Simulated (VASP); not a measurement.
# GaP (F-43m) in VASP: a series of runs

The runs below take GaP through G0W0 quasiparticle levels, with PBE.

All numbers are computed with VASP 6.6.1; they aren't measurements. Logs are shortened: lines on timing, memory, paths and dates and some standing lists are left out, and cuts for length are marked.

## Step 1: The cell of the first run

The structure is cubic, space group F-43m (No. 216). Conventional cell: a = 5.451 Å, b = 5.451 Å, c = 5.451 Å, α = 90.00°, β = 90.00°, γ = 90.00°. Ga (site symmetry -43m) has 4 P at 2.36 Å within 3.1 Å. Within 3.1 Å of P (site symmetry -43m) lie 4 Ga at 2.36 Å.

## Step 2: G0W0 quasiparticle levels, PBE

POSCAR reads:

```
GaP
1.0
    0.0000000000      2.7255000000      2.7255000000
    2.7255000000      0.0000000000      2.7255000000
    2.7255000000      2.7255000000      0.0000000000
Ga P
1 1
Direct
    0.0000000000      0.0000000000      0.0000000000
    0.2500000000      0.2500000000      0.2500000000
```

INCAR.step1 reads:

```
SYSTEM = GaP
  PREC = Accurate
  ENCUT = 500
  EDIFF = 1E-8
  ISMEAR = 0
  SIGMA = 0.01
  LREAL = .FALSE.
  LASPH = .TRUE.
  NELM = 60
  ALGO = Normal
  LWAVE = .TRUE.
  LCHARG = .FALSE.
  GGA = PE
```

INCAR.step2 reads:

```
SYSTEM = GaP
  PREC = Accurate
  ENCUT = 500
  EDIFF = 1E-8
  ISMEAR = 0
  SIGMA = 0.01
  LREAL = .FALSE.
  LASPH = .TRUE.
  NELM = 1
  ALGO = Exact
  LWAVE = .TRUE.
  LCHARG = .FALSE.
  GGA = PE
  NBANDS = 204
  LOPTICS = .TRUE.
  ISTART = 1
```

INCAR.step3 reads:

```
SYSTEM = GaP
  PREC = Accurate
  ENCUT = 500
  EDIFF = 1E-8
  ISMEAR = 0
  SIGMA = 0.01
  LREAL = .FALSE.
  LASPH = .TRUE.
  ALGO = EVGW0
  LWAVE = .FALSE.
  LCHARG = .FALSE.
  GGA = PE
  NELMGW = 1
  NBANDS = 204
  ENCUTGW = 113.3
  NOMEGA = 48
  PRECFOCK = Fast
  ISTART = 1
  NBANDSGW = 17
```

KPOINTS reads:

```
regular mesh
0
G
  2 2 2
  0 0 0
```

Potentials or basis: VASP PAW PBE potentials, release 64 (Ga_d_GW, P_GW).

The run is started by

```bash
$ cat potpaw_PBE.64/Ga_d_GW/POTCAR potpaw_PBE.64/P_GW/POTCAR > POTCAR
$ cp INCAR.step1 INCAR
$ mpirun -np 1 vasp_std > vasp.out
$ cp INCAR.step2 INCAR
$ mpirun -np 1 vasp_std > vasp.out
$ cp INCAR.step3 INCAR
$ mpirun -np 1 vasp_std > vasp.out
```

OUTCAR:

```text
SYSTEM = GaP
   PREC = Accurate
   ENCUT = 500
   EDIFF = 1E-8
   ISMEAR = 0
   LREAL = .FALSE.
   LASPH = .TRUE.
   GGA = PE
   NELMGW = 1
   ENCUTGW = 113.3
   PRECFOCK = Fast
   ISTART = 1

 ion  position               nearest neighbor table
   1  0.000  0.000  0.000-   2 2.36   2 2.36   2 2.36   2 2.36
   2  0.250  0.250  0.250-   1 2.36   1 2.36   1 2.36   1 2.36

  LATTYP: Found a face centered cubic cell.
 ALAT       =     5.4510000000

  Lattice vectors:

 A1 = (   0.0000000000,   2.7255000000,   2.7255000000)
 A2 = (   2.7255000000,   0.0000000000,   2.7255000000)
 A3 = (   2.7255000000,   2.7255000000,   0.0000000000)

Analysis of symmetry for initial positions (statically):
=====================================================================
 Subroutine PRICEL returns:
 Original cell was already a primitive cell.

 Routine SETGRP: Setting up the symmetry group for a
 face centered cubic supercell.

 Subroutine GETGRP returns: Found 24 space group operations
 (whereof 24 operations were pure point group operations)
 out of a pool of 48 trial point group operations.

The static configuration has the point symmetry T_d .

Analysis of symmetry for dynamics (positions and initial velocities):
=====================================================================
 Subroutine PRICEL returns:
 Original cell was already a primitive cell.

 Routine SETGRP: Setting up the symmetry group for a
 face centered cubic supercell.

 Subroutine GETGRP returns: Found 24 space group operations
 (whereof 24 operations were pure point group operations)
 out of a pool of 48 trial point group operations.

The dynamic configuration has the point symmetry T_d .

 Subroutine INISYM returns: Found 24 space group operations
 (whereof 24 operations are pure point group operations),
 and found     1 'primitive' translations

----------------------------------------------------------------------------------------

                                     Primitive cell

  volume of cell :      40.4919

  direct lattice vectors                    reciprocal lattice vectors
     0.000000000  2.725500000  2.725500000    -0.183452578  0.183452578  0.183452578
     2.725500000  0.000000000  2.725500000     0.183452578 -0.183452578  0.183452578
     2.725500000  2.725500000  0.000000000     0.183452578  0.183452578 -0.183452578

  length of vectors
     3.854439064  3.854439064  3.854439064     0.317749185  0.317749185  0.317749185

  position of ions in fractional coordinates (direct lattice)
     0.000000000  0.000000000  0.000000000
     0.250000000  0.250000000  0.250000000

  ion indices of the primitive-cell ions
   primitive index   ion index
                 1           1
                 2           2

----------------------------------------------------------------------------------------

 KPOINTS: regular mesh

Automatic generation of k-mesh.
 Grid dimensions read from file:
 generate k-points for:    2    2    2

 Generating k-lattice:

  Cartesian coordinates                     Fractional coordinates (reciprocal lattice)
    -0.091726289  0.091726289  0.091726289     0.500000000  0.000000000  0.000000000
     0.091726289 -0.091726289  0.091726289     0.000000000  0.500000000  0.000000000
     0.091726289  0.091726289 -0.091726289     0.000000000  0.000000000  0.500000000

  Length of vectors
     0.158874593  0.158874593  0.158874593

  Shift w.r.t. Gamma in fractional coordinates (k-lattice)
     0.000000000  0.000000000  0.000000000

 Subroutine IBZKPT returns following result:
 ===========================================

 Found      3 irreducible k-points:

 Following reciprocal coordinates:
            Coordinates               Weight
  0.000000  0.000000  0.000000      1.000000
  0.500000  0.000000  0.000000      4.000000
  0.500000  0.500000  0.000000      3.000000
   k-points           NKPTS =      3   k-points in BZ     NKDIM =      8   number of bands    NBANDS=    204
   number of dos      NEDOS =    301   number of ions     NIONS =      2
   total plane-waves  NPLWV =  21952
   dimension x,y,z NGX =    28 NGY =   28 NGZ =   28
   dimension x,y,z NGXF=    56 NGYF=   56 NGZF=   56
   ions per type =               1   1
   NGX,Y,Z   is equivalent  to a cutoff of  12.08, 12.08, 12.08 a.u.
   NGXF,Y,Z  is equivalent  to a cutoff of  24.15, 24.15, 24.15 a.u.
 SYSTEM =  GaP
   PREC   = accura    normal or accurate (medium, high low for compatibility)
   ISTART =      1    job   : 0-new  1-cont  2-samecut
   ICHARG =      0    charge: 1-file 2-atom 10-const
   ISPIN  =      1    spin polarized calculation?
   LNONCOLLINEAR =      F non collinear calculations
   LSORBIT =      F    spin-orbit coupling
   LASPH  =      T    aspherical Exc in radial PAW
   ENCUT  =  500.0 eV  36.75 Ry    6.06 a.u.   7.03  7.03  7.03*2*pi/ulx,y,z
   NELM   =     60;   NELMIN=  2; NELMDL=  0     # of ELM steps
   EDIFF  = 0.1E-07   stopping-criterion for ELM
   LREAL  =      F    real-space projection
   EDIFFG = 0.1E-06   stopping-criterion for IOM
   NSW    =      0    number of steps for IOM
   IBRION =     -1    ionic relax: 0-MD 1-quasi-New 2-CG
   NFREE  =      0    steps in history (QN), initial steepest desc. (CG)
   ISIF   =      0    stress and relaxation
   ISYM   =      3    0-nonsym 1-usesym 2-fastsym
   POTIM  = 0.5000    time-step for ionic-motion
   TEBEG  =    0.0;   TEEND  =   0.0 temperature during run
   PSTRESS=    0.0 pullay stress
   NELECT =      18.0000    total number of electrons
   NUPDOWN=      -1.0000    fix difference up-down
   EMIN   =  10.00;   EMAX   =-10.00  energy-range for DOS
   EFERMI =   0.00;   METHOD = LEGACY
   ISMEAR =     0;   SIGMA  =   0.01  broadening in eV -4-tet -1-fermi 0-gaus
   EFERMI_NEDOS =   21; number of points for ismear=-14 and -15
   IALGO  =     38    algorithm
   IMIX   =      4    mixing-type and parameters
     AMIX     =   0.40;   BMIX     =  1.00
     AMIX_MAG =   1.60;   BMIX_MAG =  1.00
  volume/ion in A,a.u.               =      20.25       136.63
  Fermi-wavevector in a.u.,A,eV,Ry     =   1.249423  2.361067 21.239480  1.561058
  Thomas-Fermi vector in A             =   2.383464
   LORBIT       =      0    0 simple, 1 ext, 2 COOP (PROOUT), +10 PAW based schemes
   GGA     = PE    functional components
   LHFCALC =     T    Hartree Fock is set to
   PRECFOCK=fast      Normal, Fast or Accurate (Low or Medium for compatibility)
   ENCUT4O =  -1.0   cutoff for four orbital integrals eV
   NKREDX  =     1    reduce k-point grid by
   NKREDY  =     1    reduce k-point grid by
   NKREDZ  =     1    reduce k-point grid by
   AEXX    =    1.0000 exact exchange contribution
   HFSCREEN=    0.0000 screening length (either q_TF or 0.3 A-1)
   HFSCREENC=   0.0000 screening length for correlation (either q_TF or 0.3 A-1)
   ENCUTFOCK=  -1.0 apply spherical cutoff to Coloumb kernel
   IVDW    =     0    specifies the selected vdW correction
   LEPSILON=     F    determine dielectric tensor
   LRPA    =     F    only Hartree local field effects (RPA)
   LRPAFORCE           =     F    calculate RPA forces
   ENCUTGW             = 113.3    cutoff for response function in eV
   ENCUTGWSOFT         =  90.6    soft cutoff for Coulomb kernel in GW response function in eV
   ENCUTLF             =  -1.0    cutoff for local field effects
   NELMGW              =     1    number of iterations in solving QP/BSE equation
   NELMHF              =     1    number of iterations in the inner HF iteration
   NKREDLFX            =     1    NKREDLFY  =   1   NKREDLFZ  =   1
 non-spin polarized calculation
 Gauss-broadening in eV      SIGMA  =   0.01
  energy-cutoff  :      500.00
  volume of cell :       40.49
 maximum number of plane-waves:      1056
 NGX is ok and might be reduce to    28
  NGX = 16; NGY = 16; NGZ = 16
   NGX = 13   NGY = 13   NGZ = 13
 maximum number of plane-waves:       116
 NGX is ok and might be reduce to    14

 QP shifts <psi_nk| G(iteration)W_0 |psi_nk>: iteration 1
 for sc-GW calculations column KS-energies equals QP-energies in previous step
 and V_xc(KS)=  KS-energies - (<T + V_ion + V_H > + <T+V_H+V_ion>^1  + <V_x>^1)

 k-point   1 :       0.0000    0.0000    0.0000
  band No.  KS-energies  QP-energies   sigma(KS)   V_xc(KS)     V^pw_x(r,r')   Z            occupation Imag(sigma)

      1     -10.1940     -12.7471     -25.3264     -21.6931     -35.0877       0.7027       2.0000       0.2805
      2     -10.1940     -12.7471     -25.3264     -21.6931     -35.0877       0.7027       2.0000       0.2805
      3     -10.1940     -12.7471     -25.3264     -21.6931     -35.0877       0.7027       2.0000       0.2805
      4     -10.1058     -12.6790     -25.4493     -21.7987     -35.1593       0.7049       2.0000       0.2525
      5     -10.1058     -12.6790     -25.4493     -21.7987     -35.1593       0.7049       2.0000       0.2525
      6      -7.8259      -8.2992     -12.0115     -11.3238     -18.4808       0.6883       2.0000       1.0182
      7       4.7296       4.1356     -13.4413     -12.6625     -15.7945       0.7628       2.0000       0.1154
      8       4.7296       4.1356     -13.4413     -12.6625     -15.7945       0.7628       2.0000       0.1154
      9       4.7296       4.1356     -13.4413     -12.6625     -15.7945       0.7628       2.0000       0.1154
     10       6.4847       6.7951     -11.2227     -11.6276      -5.9141       0.7667       0.0000      -0.0881
     11       8.3779       8.4354     -10.3513     -10.4243      -5.2621       0.7878       0.0000      -0.1049
     12       8.3779       8.4354     -10.3513     -10.4243      -5.2621       0.7878       0.0000      -0.1049
     13       8.3779       8.4354     -10.3513     -10.4243      -5.2621       0.7878       0.0000      -0.1049
     14      13.4493      13.0508      -8.3324      -7.8339      -2.4189       0.7995       0.0000      -0.3535
     15      14.2763      14.5289     -10.4867     -10.8097      -4.9361       0.7820       0.0000      -0.2312
     16      14.2763      14.5289     -10.4867     -10.8097      -4.9361       0.7820       0.0000      -0.2312
     17      16.9487      16.5535      -8.4779      -7.9806      -2.2448       0.7946       0.0000      -0.6272

 k-point   2 :       0.5000    0.0000    0.0000
  band No.  KS-energies  QP-energies   sigma(KS)   V_xc(KS)     V^pw_x(r,r')   Z            occupation Imag(sigma)

      1     -10.2620     -12.7591     -24.9400     -21.3990     -34.6516       0.7052       2.0000       0.3363
      2     -10.1716     -12.7356     -25.3649     -21.7280     -35.1204       0.7050       2.0000       0.2742
      3     -10.1716     -12.7356     -25.3649     -21.7280     -35.1204       0.7050       2.0000       0.2742
      4     -10.0983     -12.6908     -25.4761     -21.8213     -35.1945       0.7094       2.0000       0.2503
      5     -10.0983     -12.6908     -25.4761     -21.8213     -35.1945       0.7094       2.0000       0.2503
      6      -5.7209      -6.3706     -13.3029     -12.3726     -19.0408       0.6984       2.0000       0.7485
      7      -2.0642      -2.8814     -11.7244     -10.6811     -15.0004       0.7832       2.0000       0.3230
      8       3.5616       2.9437     -12.8933     -12.0918     -15.3516       0.7709       2.0000       0.1297
      9       3.5616       2.9437     -12.8933     -12.0918     -15.3516       0.7709       2.0000       0.1297
     10       6.2635       6.3920     -10.6074     -10.7734      -5.6555       0.7744       0.0000      -0.0769
     11       9.2276       9.2330     -10.1320     -10.1390      -4.9856       0.7840       0.0000      -0.1505
     12       9.2276       9.2330     -10.1320     -10.1390      -4.9856       0.7840       0.0000      -0.1505
     13      12.9160      12.4417      -8.5860      -7.9630      -2.7715       0.7613       0.0000      -0.3019
     14      15.6410      15.6036      -9.9499      -9.9064      -3.8485       0.8591       0.0000      -0.4699
     15      16.2178      16.4738     -10.5583     -10.8953      -4.4521       0.7596       0.0000      -0.3232
     16      16.2178      16.4738     -10.5583     -10.8953      -4.4521       0.7596       0.0000      -0.3232
     17      18.1251      18.1067     -10.3404     -10.3178      -3.9656       0.8123       0.0000      -0.6577

 k-point   3 :       0.5000    0.5000    0.0000
  band No.  KS-energies  QP-energies   sigma(KS)   V_xc(KS)     V^pw_x(r,r')   Z            occupation Imag(sigma)

      1     -10.2963     -12.7710     -24.8991     -21.3763     -34.6271       0.7025       2.0000       0.3365
      2     -10.1404     -12.6987     -25.3303     -21.6985     -35.0199       0.7044       2.0000       0.2573
      3     -10.1316     -12.7191     -25.4762     -21.8201     -35.2457       0.7077       2.0000       0.2704
      4     -10.1316     -12.7191     -25.4762     -21.8201     -35.2457       0.7077       2.0000       0.2704
      5     -10.0850     -12.6841     -25.4936     -21.8388     -35.2097       0.7112       2.0000       0.2457
      6      -4.7676      -5.4675     -13.5709     -12.6255     -19.0014       0.7404       2.0000       0.7681
      7      -2.2229      -2.9222     -12.2250     -11.2678     -15.6622       0.7305       2.0000       0.2591
      8       1.9502       1.2898     -12.1790     -11.3167     -14.8278       0.7657       2.0000       0.1649
      9       1.9502       1.2898     -12.1790     -11.3167     -14.8278       0.7657       2.0000       0.1649
     10       6.1927       5.9085      -9.2805      -8.9204      -4.5518       0.7892       0.0000      -0.0826
     11       6.3978       6.3383      -9.9112      -9.8349      -5.1099       0.7798       0.0000      -0.0827
     12      15.1751      15.5141     -11.0995     -11.5415      -4.6191       0.7671       0.0000      -0.4556
     13      15.1751      15.5141     -11.0995     -11.5415      -4.6191       0.7671       0.0000      -0.4556
     14      15.9846      16.1547     -10.7305     -10.9341      -4.4827       0.8350       0.0000      -0.4737
     15      16.9158      17.2192     -10.4607     -10.8559      -4.1996       0.7678       0.0000      -0.3296
     16      17.5597      17.6834     -10.8913     -11.0491      -4.8293       0.7836       0.0000      -0.4185
     17      17.5597      17.6834     -10.8913     -11.0491      -4.8293       0.7836       0.0000      -0.4185
```

Wall time 60 s (1 thread of AMD EPYC 7R13, shared host); peak memory 0.23 GiB.

What came out:

| Quantity | Value |
| --- | --- |
| Band gap on the k mesh, mean-field level | 1.46 eV, indirect (least direct gap 1.76 eV) |
| Quasiparticle gap | 1.77 eV |
| Least direct quasiparticle gap | 2.66 eV |

Levels at points of the mesh, in eV from the valence-band top:
```csv
k point,band 5,band 6,band 7,band 8,band 9,band 10,band 11,band 12,band 13
"(0.00, 0.00, 0.00)",-14.84,-12.56,0.00,0.00,0.00,1.76,3.65,3.65,3.65
"(0.50, 0.00, 0.00)",-14.83,-10.45,-6.79,-1.17,-1.17,1.53,4.50,4.50,8.19
"(0.50, 0.50, 0.00)",-14.81,-9.50,-6.95,-2.78,-2.78,1.46,1.67,10.45,10.45
```

Caveat: the k points lie up to 1.00 Å⁻¹ apart; bands, screening cutoff and mesh are small and nothing is extrapolated, so the quasiparticle values aren't converged. A k mesh can miss the band edges.

(Part 1 of 2 ends here.)
